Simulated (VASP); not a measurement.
A run of VASP 6.6.1:

Contents of INCAR:

```
SYSTEM = CuO
ALGO     = Normal         ! electronic algorithm
EDIFF    = 1E-6           ! SCF threshold, eV
ENCUT    = 520            ! plane-wave cutoff, eV
GGA      = PE             ! functional
ISIF     = 2              ! what is computed and relaxed
ISMEAR   = -1             ! smearing method
LASPH    = .TRUE.         ! aspherical terms in the spheres
LCHARG   = .TRUE.         ! write CHGCAR
LELF     = .TRUE.         ! ELF
LREAL    = .FALSE.        ! projectors in reciprocal space
LVHAR    = .TRUE.       
LWAVE    = .FALSE.        ! write WAVECAR
NBANDS   = 16             ! bands
NELM     = 100            ! most SCF steps
PREC     = Accurate       ! precision mode
SIGMA    = 0.05           ! smearing width, eV
```

File KPOINTS:

```
k-points
0
G
  11 11 11
  0 0 0
```

The input POSCAR:

```
CuO
1.0
    0.0000000000      2.1305773621      2.1305773621
    2.1305773621      0.0000000000      2.1305773621
    2.1305773621      2.1305773621      0.0000000000
Cu O
1 1
Direct
    0.0294977200      0.0281008700      0.9080259900
    0.4705022800      0.4718991300      0.5919740100
```

Potentials or basis: VASP PAW PBE potentials, release 64 (Cu, O).

The run is started by

```console
$ cat potpaw_PBE.64/Cu/POTCAR potpaw_PBE.64/O/POTCAR > POTCAR
$ mpirun -np 1 vasp_std > vasp.out
```

Hardware: 1 thread of Intel Xeon 6975P-C (shared host).

Question: How long does it take, and how much memory?

Answer: It took 2.7 min on 1 thread of Intel Xeon 6975P-C (shared host), peak memory 0.31 GiB. Counts: scf iterations 14, k points 666.
